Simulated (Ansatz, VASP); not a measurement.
# CdTe: VASP beside Ansatz

```
Cd Te
1.0
     0.00000    3.24151    3.24151
     3.24151    0.00000    3.24151
     3.24151    3.24151    0.00000
Cd Te
1 1
Direct
  0.00000 0.00000 0.00000
  0.25000 0.25000 0.25000
```

Alike in both runs: task single point; functional PBE; k mesh 6 × 6 × 6; no spin polarisation.

|  | VASP | Ansatz |
| --- | --- | --- |
| version | VASP 6.6.1 | Ansatz 0.2.0 |
| potentials or method | VASP PAW PBE potentials, release 64 (Cd, Te) | plane waves, PAW |
| plane-wave cutoff (eV) | 520 | 420 |
| occupations | gaussian, width 0.01 eV | fixed |
| valence electrons in the cell | 18 | 36 |

Ansatz gave:

```
gap on the k mesh at the Fermi level (eV) : 0.77
pressure (GPa)                            : 2.5
```

Question: Which values does VASP return?

Answer: gap on the k mesh at the Fermi level (eV): 0.77; pressure (GPa): 2.7.

VASP's potentials hold 18 valence electrons a cell and Ansatz's 36, so a difference there can come from the potentials and not from the codes.

Neither program's run includes spin-orbit coupling.
